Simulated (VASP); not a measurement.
# CsH (Fm-3m) in VASP: a series of runs

The runs below take CsH through single point, relaxation of cell and atoms, with LDA.

Everything below comes from runs of VASP 6.6.1. Logs are shortened: lines on timing, memory, paths and dates and some standing lists are left out, and cuts for length are marked.

**1. The cell of the first run**

Symmetry: Fm-3m, No. 225, cubic system. Conventional cell: a = 6.101 Å, b = 6.101 Å, c = 6.101 Å, α = 90.00°, β = 90.00°, γ = 90.00°. Within 4.0 Å of Cs (site symmetry m-3m) lie 6 H at 3.05 Å. Within 4.0 Å of H (site symmetry m-3m) lie 6 Cs at 3.05 Å.

**2. Single point, LDA**

INCAR

```
PREC = Accurate
ENCUT = 520
EDIFF = 1E-6
ISMEAR = 0
SIGMA = 0.02
LREAL = False
LASPH = True
NELM = 60
ALGO = Normal
ISIF = 2
LWAVE = False
LCHARG = False
NBANDS = 12
```

KPOINTS

```
Automatic mesh
0
Gamma
  6 6 6
```

POSCAR

```
CsH
1.0
    0.0000000000      3.0507025886      3.0507025886
    3.0507025886      0.0000000000      3.0507025886
    3.0507025886      3.0507025886      0.0000000000
Cs H
1 1
Direct
    0.0000000000      0.0000000000      0.0000000000
    0.5000000000      0.5000000000      0.5000000000
```

Potentials or basis: VASP PAW LDA potentials, release 64 (Cs_sv, H).

Command:

```bash
cat potpaw_LDA.64/Cs_sv/POTCAR potpaw_LDA.64/H/POTCAR > POTCAR
mpirun -np 1 vasp_std > vasp.out
```

OUTCAR:

```text
PREC = Accurate
   ENCUT = 520
   EDIFF = 1E-6
   ISMEAR = 0
   LREAL = False
   LASPH = True
   NELM = 60
   ISIF = 2

 ion  position               nearest neighbor table
   1  0.000  0.000  0.000-
   2  0.500  0.500  0.500-

  LATTYP: Found a face centered cubic cell.
 ALAT       =     6.1014051772

  Lattice vectors:

 A1 = (   0.0000000000,   3.0507025886,   3.0507025886)
 A2 = (   3.0507025886,   0.0000000000,   3.0507025886)
 A3 = (   3.0507025886,   3.0507025886,   0.0000000000)

Analysis of symmetry for initial positions (statically):
=====================================================================
 Subroutine PRICEL returns:
 Original cell was already a primitive cell.

 Routine SETGRP: Setting up the symmetry group for a
 face centered cubic supercell.

 Subroutine GETGRP returns: Found 48 space group operations
 (whereof 48 operations were pure point group operations)
 out of a pool of 48 trial point group operations.

The static configuration has the point symmetry O_h .

Analysis of symmetry for dynamics (positions and initial velocities):
=====================================================================
 Subroutine PRICEL returns:
 Original cell was already a primitive cell.

 Routine SETGRP: Setting up the symmetry group for a
 face centered cubic supercell.

 Subroutine GETGRP returns: Found 48 space group operations
 (whereof 48 operations were pure point group operations)
 out of a pool of 48 trial point group operations.

The dynamic configuration has the point symmetry O_h .

 Subroutine INISYM returns: Found 48 space group operations
 (whereof 48 operations are pure point group operations),
 and found     1 'primitive' translations

----------------------------------------------------------------------------------------

                                     Primitive cell

  volume of cell :      56.7845

  direct lattice vectors                    reciprocal lattice vectors
     0.000000000  3.050702589  3.050702589    -0.163896671  0.163896671  0.163896671
     3.050702589  0.000000000  3.050702589     0.163896671 -0.163896671  0.163896671
     3.050702589  3.050702589  0.000000000     0.163896671  0.163896671 -0.163896671

  length of vectors
     4.314344976  4.314344976  4.314344976     0.283877362  0.283877362  0.283877362

  position of ions in fractional coordinates (direct lattice)
     0.000000000  0.000000000  0.000000000
     0.500000000  0.500000000  0.500000000

  ion indices of the primitive-cell ions
   primitive index   ion index
                 1           1
                 2           2

----------------------------------------------------------------------------------------

 KPOINTS: Automatic mesh

Automatic generation of k-mesh.
 Grid dimensions read from file:
 generate k-points for:    6    6    6

 Generating k-lattice:

  Cartesian coordinates                     Fractional coordinates (reciprocal lattice)
    -0.027316112  0.027316112  0.027316112     0.166666667  0.000000000  0.000000000
     0.027316112 -0.027316112  0.027316112     0.000000000  0.166666667  0.000000000
     0.027316112  0.027316112 -0.027316112     0.000000000  0.000000000  0.166666667

  Length of vectors
     0.047312894  0.047312894  0.047312894

  Shift w.r.t. Gamma in fractional coordinates (k-lattice)
     0.000000000  0.000000000  0.000000000

 Subroutine IBZKPT returns following result:
 ===========================================

 Found     16 irreducible k-points:

 Following reciprocal coordinates:
            Coordinates               Weight
  0.000000  0.000000  0.000000      1.000000
  0.166667  0.000000  0.000000      8.000000
  0.333333  0.000000  0.000000      8.000000
  0.500000  0.000000  0.000000      4.000000
  0.166667  0.166667  0.000000      6.000000
  0.333333  0.166667  0.000000     24.000000
[... 8 lines left out ...]
 -0.333333  0.333333  0.166667     24.000000
 -0.333333  0.500000  0.166667     12.000000
   k-points           NKPTS =     16   k-points in BZ     NKDIM =     16   number of bands    NBANDS=     12
   number of dos      NEDOS =    301   number of ions     NIONS =      2
   total plane-waves  NPLWV =  32768
   dimension x,y,z NGX =    32 NGY =   32 NGZ =   32
   dimension x,y,z NGXF=    64 NGYF=   64 NGZF=   64
   ions per type =               1   1
   NGX,Y,Z   is equivalent  to a cutoff of  12.33, 12.33, 12.33 a.u.
   NGXF,Y,Z  is equivalent  to a cutoff of  24.66, 24.66, 24.66 a.u.
 SYSTEM =  unknown system
   PREC   = accura    normal or accurate (medium, high low for compatibility)
   ISTART =      0    job   : 0-new  1-cont  2-samecut
   ICHARG =      2    charge: 1-file 2-atom 10-const
   ISPIN  =      1    spin polarized calculation?
   LNONCOLLINEAR =      F non collinear calculations
   LSORBIT =      F    spin-orbit coupling
   LASPH  =      T    aspherical Exc in radial PAW
   ENCUT  =  520.0 eV  38.22 Ry    6.18 a.u.   8.02  8.02  8.02*2*pi/ulx,y,z
   NELM   =     60;   NELMIN=  2; NELMDL= -5     # of ELM steps
   EDIFF  = 0.1E-05   stopping-criterion for ELM
   LREAL  =      F    real-space projection
   EDIFFG = 0.1E-04   stopping-criterion for IOM
   NSW    =      0    number of steps for IOM
   IBRION =     -1    ionic relax: 0-MD 1-quasi-New 2-CG
   NFREE  =      0    steps in history (QN), initial steepest desc. (CG)
   ISIF   =      2    stress and relaxation
   ISYM   =      2    0-nonsym 1-usesym 2-fastsym
   POTIM  = 0.5000    time-step for ionic-motion
   TEBEG  =    0.0;   TEEND  =   0.0 temperature during run
   PSTRESS=    0.0 pullay stress
   NELECT =      10.0000    total number of electrons
   NUPDOWN=      -1.0000    fix difference up-down
   EMIN   =  10.00;   EMAX   =-10.00  energy-range for DOS
   EFERMI =   0.00;   METHOD = LEGACY
   ISMEAR =     0;   SIGMA  =   0.02  broadening in eV -4-tet -1-fermi 0-gaus
   EFERMI_NEDOS =   21; number of points for ismear=-14 and -15
   IALGO  =     38    algorithm
   IMIX   =      4    mixing-type and parameters
     AMIX     =   0.40;   BMIX     =  1.00
     AMIX_MAG =   1.60;   BMIX_MAG =  1.00
  volume/ion in A,a.u.               =      28.39       191.60
  Fermi-wavevector in a.u.,A,eV,Ry     =   0.917624  1.734059 11.456576  0.842035
  Thomas-Fermi vector in A             =   2.042614
   LORBIT       =      0    0 simple, 1 ext, 2 COOP (PROOUT), +10 PAW based schemes
   GGA     = CA    functional components
   LHFCALC =     F    Hartree Fock is set to
   AEXX    =    0.0000 exact exchange contribution
   IVDW    =     0    specifies the selected vdW correction
   LEPSILON=     F    determine dielectric tensor
   LRPA    =     F    only Hartree local field effects (RPA)
 non-spin polarized calculation
 Gauss-broadening in eV      SIGMA  =   0.02
  energy-cutoff  :      520.00
  volume of cell :       56.78
 maximum number of plane-waves:      1544
   NGX = 17   NGY = 17   NGZ = 17

 number of electron      10.0000001 magnetization

 Free energy of the ion-electron system (eV)
  ---------------------------------------------------
  ext. energy  EPLUGINS =         0.00000000
  ---------------------------------------------------
  free energy    TOTEN  =        -4.92327207 eV

  energy without entropy =       -4.92327207  energy(sigma->0) =       -4.92327207

 E-fermi :   0.9260     XC(G=0):  -8.0166

 val. band max:        0.7477460037   @ k =   0.5000   0.0000   0.0000
 cond. band min:       2.4742648334   @ k =   0.5000   0.0000   0.0000
 fundamental gap:      1.7265188297
 Fermi energy:         0.9259540360

 k-point     1 :       0.0000    0.0000    0.0000
  band No.  band energies     occupation
      1     -20.8218      2.00000
      2      -7.1019      2.00000
      3      -7.1019      2.00000
      4      -7.1019      2.00000
      5      -1.4286      2.00000
      6       5.6762      0.00000
      7       5.6762      0.00000
      8       5.6762      0.00000
      9       6.8629      0.00000
     10       7.7520      0.00000
     11       7.7520      0.00000
     12       9.3363      0.00000

 k-point     2 :       0.1667    0.0000    0.0000
  band No.  band energies     occupation
      1     -20.7886      2.00000
      2      -7.4703      2.00000
      3      -7.1370      2.00000
      4      -7.1370      2.00000
      5      -0.8994      2.00000
      6       4.7875      0.00000
      7       5.8537      0.00000
      8       5.8537      0.00000
      9       6.5232      0.00000
     10       7.2593      0.00000
     11       7.2593      0.00000
     12      10.6358      0.00000

 k-point     3 :       0.3333    0.0000    0.0000
  band No.  band energies     occupation
      1     -20.7208      2.00000
      2      -8.0874      2.00000
      3      -7.2053      2.00000
      4      -7.2053      2.00000
      5       0.1211      2.00000
      6       3.2796      0.00000
      7       5.4718      0.00000
      8       5.4718      0.00000
      9       7.0960      0.00000
     10       8.1016      0.00000
     11       8.1016      0.00000
     12      12.9764      0.00000
[... 166 lines left out ...]
 k-point    15 :      -0.3333    0.3333    0.1667
  band No.  band energies     occupation
      1     -20.6535      2.00000
      2      -8.0499      2.00000
      3      -7.7126      2.00000
      4      -7.4297      2.00000
      5      -0.0762      2.00000
      6       3.9122      0.00000
      7       4.8458      0.00000
      8       6.1875      0.00000
      9       8.4096      0.00000
     10       8.7282      0.00000
     11      10.3218      0.00000
     12      10.5848      0.00000

 k-point    16 :      -0.3333    0.5000    0.1667
  band No.  band energies     occupation
      1     -20.6428      2.00000
      2      -8.0146      2.00000
      3      -7.6862      2.00000
      4      -7.5662      2.00000
      5      -0.4658      2.00000
      6       3.9363      0.00000
      7       5.4920      0.00000
      8       6.3171      0.00000
      9       9.4751      0.00000
     10       9.7162      0.00000
     11      10.0281      0.00000
     12      10.2536      0.00000

------------------------ aborting loop because EDIFF is reached ----------------------------------------

  FORCE on cell =-STRESS in cart. coord.  units (eV):
  Direction    XX          YY          ZZ          XY          YZ          ZX
  --------------------------------------------------------------------------------------
  -------------------------------------------------------------------------------------
  Total        0.0121994      0.0121994      0.0121994     -0.0000000     -0.0000000      0.0000000
  in kB        0.3442070      0.3442070      0.3442070     -0.0000000     -0.0000000      0.0000000
  external PRESSURE =       0.3442070 kB  Pullay stress =       0.0000000 kB

 VOLUME and BASIS-vectors are now :
 -----------------------------------------------------------------------------
  energy-cutoff  :      520.00
  volume of cell :       56.78
      direct lattice vectors                 reciprocal lattice vectors
     0.000000000  3.050702589  3.050702589    -0.163896671  0.163896671  0.163896671
     3.050702589  0.000000000  3.050702589     0.163896671 -0.163896671  0.163896671
     3.050702589  3.050702589  0.000000000     0.163896671  0.163896671 -0.163896671

 POSITION                                       TOTAL-FORCE (eV/Angst)
 -----------------------------------------------------------------------------------
      0.00000      0.00000      0.00000         0.000000      0.000000      0.000000
      3.05070      3.05070      3.05070         0.000000     -0.000000      0.000000
 -----------------------------------------------------------------------------------
    total drift:                                0.000000     -0.000000     -0.000000

  FREE ENERGIE OF THE ION-ELECTRON SYSTEM (eV)
  ---------------------------------------------------
  free  energy   TOTEN  =        -4.9232720690 eV

  energy  without entropy=       -4.9232720690  energy(sigma->0) =       -4.92327207
```

Wall time 17 s (1 thread of AMD EPYC 7R43 (Zen 3), shared host); peak memory 0.12 GiB.

Results:

| Property | Result |
| --- | --- |
| Free energy | -4.9233 eV |
| Pressure | 0.0 GPa |
| Band gap on the k mesh | 1.73 eV, direct |

Caveat: spin-orbit coupling is left out, which moves the levels of the heavy elements. A k mesh can miss the band edges.

**3. Relaxation of cell and atoms, LDA**

This run uses another cell than the first one, of 32.40 Å³/atom, 1.141 times its volume.

INCAR

```
SYSTEM = CsH
PREC = Accurate
ENCUT = 600
EDIFF = 1E-6
ISMEAR = 0
SIGMA = 0.02
LREAL = .FALSE.
LASPH = .TRUE.
NELM = 80
ALGO = Normal
ISIF = 3
LWAVE = .FALSE.
LCHARG = .FALSE.
GGA = CA
IBRION = 2
NSW = 80
EDIFFG = -0.03
```

KPOINTS

```
Automatic mesh
0
G
  6 6 6
  0 0 0
```

POSCAR

```
CsH
1.0
    0.0000000000      3.1880000000      3.1880000000
    3.1880000000      0.0000000000      3.1880000000
    3.1880000000      3.1880000000      0.0000000000
Cs H
1 1
Direct
    0.0000000000      0.0000000000      0.0000000000
    0.5000000000      0.5000000000      0.5000000000
```

Potentials or basis: VASP PAW LDA potentials, release 64 (Cs_sv, H).

Command:

```bash
cat potpaw_LDA.64/Cs_sv/POTCAR potpaw_LDA.64/H/POTCAR > POTCAR
mpirun -np 1 vasp_std > vasp.out
```

Run time: 26 s. Hardware: 1 thread of AMD EPYC 7R43 (Zen 3), shared host; peak memory 0.16 GiB.

Results (log left out):

- Free energy: -4.9239 eV
- Relaxed volume: 28.53 Å³/atom
- Relaxed cell: a = 4.321 Å, b = 4.321 Å, c = 4.321 Å, α = 60.00°, β = 60.00°, γ = 60.00°
- Space group after relaxing (to 0.05 Å): Fm-3m (No. 225)
- Energy gained by relaxing: 15.9 meV/atom
- Ionic steps: 4
- Pressure after relaxing: 0.0 GPa
- Band gap on the k mesh: 1.74 eV, direct

The path:
```csv
step,energy change (eV),largest force (eV/Å),pressure (GPa),volume (Å³)
1,0.0000,0.0000,-1.21,64.80
2,-0.0151,0.0000,-0.92,62.54
3,-0.0310,0.0000,-0.24,58.33
4,-0.0319,0.0000,0.02,57.05
```

Final structure:
```yaml
crystal:
  lattice:
    - [0.00000, 3.05547, 3.05547]
    - [3.05547, 0.00000, 3.05547]
    - [3.05547, 3.05547, 0.00000]
  atoms:
    - { symbol: Cs, position: [0.00000, 0.00000, 0.00000] }
    - { symbol: H, position: [0.50000, 0.50000, 0.50000] }
```

Levels at points of the mesh, in eV from the valence-band top:
```csv
k point,band 2,band 3,band 4,band 5,band 6,band 7,band 8,band 9
"(0.00, 0.00, 0.00)",-7.85,-7.85,-7.85,-2.16,4.93,4.93,4.93,6.10
"(0.50, 0.00, 0.00)",-9.09,-7.99,-7.99,0.00,1.74,4.45,4.45,7.37
"(0.50, 0.50, 0.00)",-8.90,-8.25,-8.25,-1.63,2.54,5.81,8.46,8.57
```

Caveat: spin-orbit coupling is left out, which moves the levels of the heavy elements; the volume moved by -12 % from the deposited cell, more than functionals usually miss. LDA usually gives volumes a few per cent too small.
